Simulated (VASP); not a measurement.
Here is a VASP 6.6.1 calculation.

File INCAR:

```
SYSTEM = VBiO4
PREC     = Accurate       ! precision mode
ENCUT    = 600            ! plane-wave cutoff, eV
EDIFF    = 1E-6           ! SCF threshold, eV
ISMEAR   = -1             ! smearing method
SIGMA    = 0.05           ! smearing width, eV
LREAL    = .FALSE.        ! projectors in reciprocal space
LASPH    = .TRUE.         ! aspherical terms in the spheres
NELM     = 200            ! most SCF steps
ALGO     = Normal         ! electronic algorithm
ISIF     = 2              ! what is computed and relaxed
LWAVE    = .FALSE.        ! write WAVECAR
LCHARG   = .FALSE.        ! write CHGCAR
ISPIN    = 2              ! spin polarisation
MAGMOM   = 0 0 2 -1 0 0 0 0 0 0 0 0 ! initial moments
LORBIT   = 11             ! projections on sites
LMAXMIX  = 4              ! l up to which the mixer works
GGA      = PS             ! functional
NBANDS   = 68             ! bands
GGA_COMPAT= .FALSE.      
KPAR     = 4
```

KPOINTS

```
regular mesh
0
G
  6 6 6
  0 0 0
```

Contents of POSCAR:

```
VBiO4
1.0
   -3.6515000000      3.6515000000      3.2920000000
    3.6515000000     -3.6515000000      3.2920000000
    3.6515000000      3.6515000000     -3.2920000000
Bi V O
2 2 8
Direct
    0.0000000000      0.0000000000      0.0000000000
    0.7500000000      0.2500000000      0.5000000000
    0.2500000000      0.7500000000      0.5000000000
    0.5000000000      0.5000000000      0.0000000000
    0.6670000000      0.4890000000      0.8220000000
    0.2390000000      0.9170000000      0.3220000000
    0.6670000000      0.8450000000      0.1780000000
    0.5950000000      0.9170000000      0.6780000000
    0.0830000000      0.4050000000      0.3220000000
    0.5110000000      0.3330000000      0.1780000000
    0.0830000000      0.7610000000      0.6780000000
    0.1550000000      0.3330000000      0.8220000000
```

Potentials or basis: VASP PAW PBE potentials, release 64 (Bi_d, V_sv, O).

Launch:

```sh
$ cat potpaw_PBE.64/Bi_d/POTCAR potpaw_PBE.64/V_sv/POTCAR potpaw_PBE.64/O/POTCAR > POTCAR
$ mpirun -np 4 vasp_std > vasp.out
```

Q: Predict the largest force.

A: 0.998 eV/Å.

Q: What does it give for the net moment?

A: 0.00 μB per cell.

Q: Predict the band gap on the k mesh.

A: 2.77 eV.

Forces in eV/Å, atoms in the order of the input:
```
Bi   0.000  0.000  0.000
Bi   0.000  0.000  0.000
V    0.000  0.000  0.000
V    0.000  0.000  0.000
O   -0.833  0.000  0.551
O    0.000 -0.833  0.551
O    0.833  0.000  0.551
O    0.000  0.833  0.551
O   -0.833  0.000 -0.551
O    0.000  0.833 -0.551
O    0.833  0.000 -0.551
O    0.000 -0.833 -0.551
```

Caveat: the PAW data sets were made with another functional, which shifts forces and pressure a little; spin-orbit coupling is left out, which moves the levels of the heavy elements. A k mesh can miss the band edges.
